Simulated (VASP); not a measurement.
# Ir12O in VASP: single point with PBE+D3(BJ)

Aim: the single point of Ir12O with PBE+D3(BJ).

All numbers are computed with VASP 6.6.1; they aren't measurements. Logs are shortened: lines on timing, memory, paths and dates and some standing lists are left out, and cuts for length are marked.

**1. The cell of the first run**

The cell holds a slab with vacuum, 13 atoms: a = 5.431 Å, b = 5.431 Å, c = 21.001 Å, α = 90.00°, β = 90.00°, γ = 90.00°.

**2. Single point, PBE+D3(BJ)**

INCAR reads:

```
PREC = Accurate
ENCUT = 520
EDIFF = 1E-6
ISMEAR = 0
SIGMA = 0.1
LREAL = False
LASPH = True
NELM = 100
ALGO = Normal
ISIF = 2
LWAVE = False
LCHARG = False
LDIPOL = True
IDIPOL = 3
DIPOL = 0.5 0.5 0.297
GGA = PE
IVDW = 12
NBANDS = 69
```

KPOINTS reads:

```
regular mesh
0
Gamma
  5 5 1
```

POSCAR reads:

```
Ir12O
1.0
    5.4309029918      0.0000000000      0.0000000000
    0.0000000000      5.4309029918      0.0000000000
    0.0000000000      0.0000000000     21.0013955423
Ir O
12 1
Direct
    0.2500000000      0.2500000000      0.1904635333
    0.2500000000      0.7500000000      0.1904635333
    0.7500000000      0.2500000000      0.1904635333
    0.7500000000      0.7500000000      0.1904635333
    0.0000000000      0.0000000000      0.2785823619
    0.0000000000      0.5000000000      0.2785823619
    0.5000000000      0.0000000000      0.2785823619
    0.5000000000      0.5000000000      0.2785823619
    0.2500000000      0.2500000000      0.3667087517
    0.2500000000      0.7500000000      0.3667087517
    0.7500000000      0.2500000000      0.3667087517
    0.7500000000      0.7500000000      0.3667087517
    0.3333333333      0.4166666667      0.5238411667
```

Potentials or basis: VASP PAW PBE potentials, release 64 (Ir, O).

The run is started by

```sh
$ cat potpaw_PBE.64/Ir/POTCAR potpaw_PBE.64/O/POTCAR > POTCAR
$ mpirun -np 1 vasp_std > vasp.out
```

OUTCAR:

```text
PREC = Accurate
   ENCUT = 520
   EDIFF = 1E-6
   ISMEAR = 0
   LREAL = False
   LASPH = True
   NELM = 100
   ISIF = 2
   GGA = PE
   IVDW = 12
 IVDW          = 12

 ion  position               nearest neighbor table
   1  0.250  0.250  0.190-   5 2.67   6 2.67   7 2.67   8 2.67   2 2.72   3 2.72   2 2.72   3 2.72

   2  0.250  0.750  0.190-   5 2.67   6 2.67   7 2.67   8 2.67   1 2.72   4 2.72   1 2.72   4 2.72

   3  0.750  0.250  0.190-   5 2.67   6 2.67   7 2.67   8 2.67   1 2.72   4 2.72   4 2.72   1 2.72
[... 15 lines left out ...]
  11  0.750  0.250  0.367-   5 2.67   6 2.67   7 2.67   8 2.67   9 2.72  12 2.72  12 2.72   9 2.72

  12  0.750  0.750  0.367-   5 2.67   6 2.67   7 2.67   8 2.67  10 2.72  11 2.72  11 2.72  10 2.72

  13  0.333  0.417  0.524-

  LATTYP: Found a simple tetragonal cell.
 ALAT       =     5.4309029918
 C/A-ratio  =     3.8670172481

  Lattice vectors:

 A1 = (   5.4309029918,   0.0000000000,   0.0000000000)
 A2 = (   0.0000000000,   5.4309029918,   0.0000000000)
 A3 = (   0.0000000000,   0.0000000000,  21.0013955423)

Analysis of symmetry for initial positions (statically):
=====================================================================
 Subroutine PRICEL returns:
 Original cell was already a primitive cell.

 Routine SETGRP: Setting up the symmetry group for a
 simple tetragonal supercell.

 Subroutine GETGRP returns: Found  1 space group operations
 (whereof  1 operations were pure point group operations)
 out of a pool of 16 trial point group operations.

The static configuration has the point symmetry C_1 .

Analysis of symmetry for dynamics (positions and initial velocities):
=====================================================================
 Subroutine PRICEL returns:
 Original cell was already a primitive cell.

 Routine SETGRP: Setting up the symmetry group for a
 simple tetragonal supercell.

 Subroutine GETGRP returns: Found  1 space group operations
 (whereof  1 operations were pure point group operations)
 out of a pool of 16 trial point group operations.

The dynamic configuration has the point symmetry C_1 .

 Subroutine INISYM returns: Found  1 space group operations
 (whereof  1 operations are pure point group operations),
 and found     1 'primitive' translations

----------------------------------------------------------------------------------------

                                     Primitive cell

  volume of cell :     619.4300

  direct lattice vectors                    reciprocal lattice vectors
     5.430902992  0.000000000  0.000000000     0.184131442  0.000000000  0.000000000
     0.000000000  5.430902992  0.000000000     0.000000000  0.184131442  0.000000000
     0.000000000  0.000000000 21.001395542     0.000000000  0.000000000  0.047615883

  length of vectors
     5.430902992  5.430902992 21.001395542     0.184131442  0.184131442  0.047615883

  position of ions in fractional coordinates (direct lattice)
     0.250000000  0.250000000  0.190463533
     0.250000000  0.750000000  0.190463533
     0.750000000  0.250000000  0.190463533
     0.750000000  0.750000000  0.190463533
     0.000000000  0.000000000  0.278582362
     0.000000000  0.500000000  0.278582362
     0.500000000  0.000000000  0.278582362
     0.500000000  0.500000000  0.278582362
     0.250000000  0.250000000  0.366708752
     0.250000000  0.750000000  0.366708752
     0.750000000  0.250000000  0.366708752
     0.750000000  0.750000000  0.366708752
     0.333333333  0.416666667  0.523841167

  ion indices of the primitive-cell ions
   primitive index   ion index
                 1           1
                 2           2
                 3           3
                 4           4
                 5           5
                 6           6
                 7           7
                 8           8
                 9           9
                10          10
                11          11
                12          12
                13          13

----------------------------------------------------------------------------------------

 KPOINTS: regular mesh

Automatic generation of k-mesh.
 Grid dimensions read from file:
 generate k-points for:    5    5    1

 Generating k-lattice:

  Cartesian coordinates                     Fractional coordinates (reciprocal lattice)
     0.036826288  0.000000000  0.000000000     0.200000000  0.000000000  0.000000000
     0.000000000  0.036826288  0.000000000     0.000000000  0.200000000  0.000000000
     0.000000000  0.000000000  0.047615883     0.000000000  0.000000000  1.000000000

  Length of vectors
     0.036826288  0.036826288  0.047615883

  Shift w.r.t. Gamma in fractional coordinates (k-lattice)
     0.000000000  0.000000000  0.000000000

 Subroutine IBZKPT returns following result:
 ===========================================

 Found     13 irreducible k-points:

 Following reciprocal coordinates:
            Coordinates               Weight
  0.000000  0.000000  0.000000      1.000000
  0.200000  0.000000  0.000000      2.000000
  0.000000  0.200000  0.000000      2.000000
  0.400000  0.000000  0.000000      2.000000
  0.000000  0.400000  0.000000      2.000000
  0.200000  0.200000  0.000000      2.000000
 -0.200000  0.200000  0.000000      2.000000
  0.400000  0.200000  0.000000      2.000000
 -0.200000  0.400000  0.000000      2.000000
 -0.400000  0.200000  0.000000      2.000000
  0.200000  0.400000  0.000000      2.000000
  0.400000  0.400000  0.000000      2.000000
 -0.400000  0.400000  0.000000      2.000000
   k-points           NKPTS =     13   k-points in BZ     NKDIM =     13   number of bands    NBANDS=     69
   number of dos      NEDOS =    301   number of ions     NIONS =     13
   total plane-waves  NPLWV = 256000
   dimension x,y,z NGX =    40 NGY =   40 NGZ =  160
   dimension x,y,z NGXF=    80 NGYF=   80 NGZF=  320
   ions per type =              12   1
   NGX,Y,Z   is equivalent  to a cutoff of  12.24, 12.24, 12.67 a.u.
   NGXF,Y,Z  is equivalent  to a cutoff of  24.49, 24.49, 25.33 a.u.
 SYSTEM =  unknown system
   PREC   = accura    normal or accurate (medium, high low for compatibility)
   ISTART =      0    job   : 0-new  1-cont  2-samecut
   ICHARG =      2    charge: 1-file 2-atom 10-const
   ISPIN  =      1    spin polarized calculation?
   LNONCOLLINEAR =      F non collinear calculations
   LSORBIT =      F    spin-orbit coupling
   LASPH  =      T    aspherical Exc in radial PAW
   ENCUT  =  520.0 eV  38.22 Ry    6.18 a.u.  10.10 10.10 39.05*2*pi/ulx,y,z
   NELM   =    100;   NELMIN=  2; NELMDL= -5     # of ELM steps
   EDIFF  = 0.1E-05   stopping-criterion for ELM
   LREAL  =      F    real-space projection
   EDIFFG = 0.1E-04   stopping-criterion for IOM
   NSW    =      0    number of steps for IOM
   IBRION =     -1    ionic relax: 0-MD 1-quasi-New 2-CG
   NFREE  =      0    steps in history (QN), initial steepest desc. (CG)
   ISIF   =      2    stress and relaxation
   ISYM   =      2    0-nonsym 1-usesym 2-fastsym
   POTIM  = 0.5000    time-step for ionic-motion
   TEBEG  =    0.0;   TEEND  =   0.0 temperature during run
   PSTRESS=    0.0 pullay stress
   NELECT =     114.0000    total number of electrons
   NUPDOWN=      -1.0000    fix difference up-down
   EMIN   =  10.00;   EMAX   =-10.00  energy-range for DOS
   EFERMI =   0.00;   METHOD = LEGACY
   ISMEAR =     0;   SIGMA  =   0.10  broadening in eV -4-tet -1-fermi 0-gaus
   EFERMI_NEDOS =   21; number of points for ismear=-14 and -15
   IALGO  =     38    algorithm
   IMIX   =      4    mixing-type and parameters
     AMIX     =   0.40;   BMIX     =  1.00
     AMIX_MAG =   1.60;   BMIX_MAG =  1.00
  volume/ion in A,a.u.               =      47.65       321.55
  Fermi-wavevector in a.u.,A,eV,Ry     =   0.931206  1.759724 11.798215  0.867144
  Thomas-Fermi vector in A             =   2.057675
   LORBIT       =      0    0 simple, 1 ext, 2 COOP (PROOUT), +10 PAW based schemes
   GGA     = PE    functional components
   LHFCALC =     F    Hartree Fock is set to
   AEXX    =    0.0000 exact exchange contribution
   IVDW    =    12    specifies the selected vdW correction
   LEPSILON=     F    determine dielectric tensor
   LRPA    =     F    only Hartree local field effects (RPA)
 non-spin polarized calculation
 Gauss-broadening in eV      SIGMA  =   0.10
  energy-cutoff  :      520.00
  volume of cell :      619.43
 maximum number of plane-waves:     16712
   NGX = 21   NGY = 21   NGZ = 79

 dipolmoment           0.000000      0.000000     -0.090232 electrons x Angstroem

 number of electron     113.9999986 magnetization

 dipolmoment           0.000000      0.000000      0.461126 electrons x Angstroem

 Free energy of the ion-electron system (eV)
  ---------------------------------------------------
  ext. energy  EPLUGINS =         0.00000000
  ---------------------------------------------------
  free energy    TOTEN  =       -97.00752241 eV

  energy without entropy =      -96.87701195  energy(sigma->0) =      -96.94226718

 E-fermi :  -1.8637     XC(G=0):  -5.0882

 val. band max:       -1.8884503791   @ k =   0.0000   0.2000   0.0000
 cond. band min:      -1.8590283947   @ k =  -0.4000   0.4000   0.0000
 fundamental gap:      0.0294219844
 Fermi energy:        -1.8637472032

 k-point     1 :       0.0000    0.0000    0.0000
  band No.  band energies     occupation
      1     -16.7706      2.00000
      2     -11.7557      2.00000
      3      -9.2588      2.00000
      4      -9.2584      2.00000
      5      -9.1923      2.00000
      6      -9.0332      2.00000
[... 925 lines left out ...]
     68      -0.8756      0.00000
     69      -0.8672      0.00000

------------------------ aborting loop because EDIFF is reached ----------------------------------------

 vacuum level on the upper side and lower side of the slab       (xc-potential included)         1.375        -1.383

 Edisp (eV)   -5.45893

 E8    (eV) :    -2.6660

  FORCE on cell =-STRESS in cart. coord.  units (eV):
  Direction    XX          YY          ZZ          XY          YZ          ZX
  --------------------------------------------------------------------------------------
  -------------------------------------------------------------------------------------
  Total     -10.72688   -10.86327    -4.34808    -0.00041    -0.18268    -0.17743
  in kB     -27.74546   -28.09822   -11.24646    -0.00106    -0.47251    -0.45894
  external pressure =      -22.36 kB  Pullay stress =        0.00 kB

 VOLUME and BASIS-vectors are now :
 -----------------------------------------------------------------------------
  energy-cutoff  :      520.00
  volume of cell :      619.43
      direct lattice vectors                 reciprocal lattice vectors
     5.430902992  0.000000000  0.000000000     0.184131442  0.000000000  0.000000000
     0.000000000  5.430902992  0.000000000     0.000000000  0.184131442  0.000000000
     0.000000000  0.000000000 21.001395542     0.000000000  0.000000000  0.047615883

 POSITION                                       TOTAL-FORCE (eV/Angst)
 -----------------------------------------------------------------------------------
      1.35773      1.35773      4.00000        -0.007079     -0.013957      0.044478
      1.35773      4.07318      4.00000        -0.002633      0.012204      0.002026
      4.07318      1.35773      4.00000         0.004816      0.002096     -0.031850
      4.07318      4.07318      4.00000        -0.004225     -0.012295     -0.072450
      0.00000      0.00000      5.85062         0.084564      0.043924      0.123567
      0.00000      2.71545      5.85062         0.026817     -0.032470     -0.027448
      2.71545      0.00000      5.85062        -0.073213      0.023337      0.020674
      2.71545      2.71545      5.85062        -0.021306     -0.015494     -0.071223
      1.35773      1.35773      7.70140         0.045665      0.087782      0.733144
      1.35773      4.07318      7.70140         0.017128     -0.040609      0.302726
      4.07318      1.35773      7.70140        -0.009038      0.017502      0.157161
      4.07318      4.07318      7.70140        -0.006257     -0.014368      0.113273
      1.81030      2.26288     11.00140        -0.055239     -0.057652     -1.294079
 -----------------------------------------------------------------------------------
    total drift:                               -0.000273      0.000460     -0.001691

  FREE ENERGIE OF THE ION-ELECTRON SYSTEM (eV)
  ---------------------------------------------------
  free  energy   TOTEN  =      -102.4664532998 eV

  energy  without entropy=     -102.3359428398  energy(sigma->0) =     -102.40119807

 vacuum level on the upper side and lower side of the slab         6.286         3.457
```

Run time: 40 min. Hardware: 1 thread of Intel Xeon 6975P-C (Granite Rapids), shared host; peak memory 0.78 GiB.

What came out:

- Free energy: -102.4665 eV
- Largest force: 1.297 eV/Å
- Band gap on the k mesh: zero (bands 57 and 58 overlap by 0.97 eV)
- Dispersion energy per atom: -0.420 eV

Forces on the atoms (eV/Å):
```
Ir  -0.007 -0.014  0.044
Ir  -0.003  0.012  0.002
Ir   0.005  0.002 -0.032
Ir  -0.004 -0.012 -0.072
Ir   0.085  0.044  0.124
Ir   0.027 -0.032 -0.027
Ir  -0.073  0.023  0.021
Ir  -0.021 -0.015 -0.071
Ir   0.046  0.088  0.733
Ir   0.017 -0.041  0.303
Ir  -0.009  0.018  0.157
Ir  -0.006 -0.014  0.113
O   -0.055 -0.058 -1.294
```

Levels at points of the mesh, in eV from the Fermi level:
```tsv
k point	band 55	band 56	band 57	band 58	band 59	band 60
(0.00, 0.00, 0.00)	0.29	0.53	0.59	0.64	0.64	0.65
```

Caveat: spin-orbit coupling is left out, which moves the levels of the heavy elements.

The gap in the log of VASP goes by the Fermi energy; the results here count the filled bands.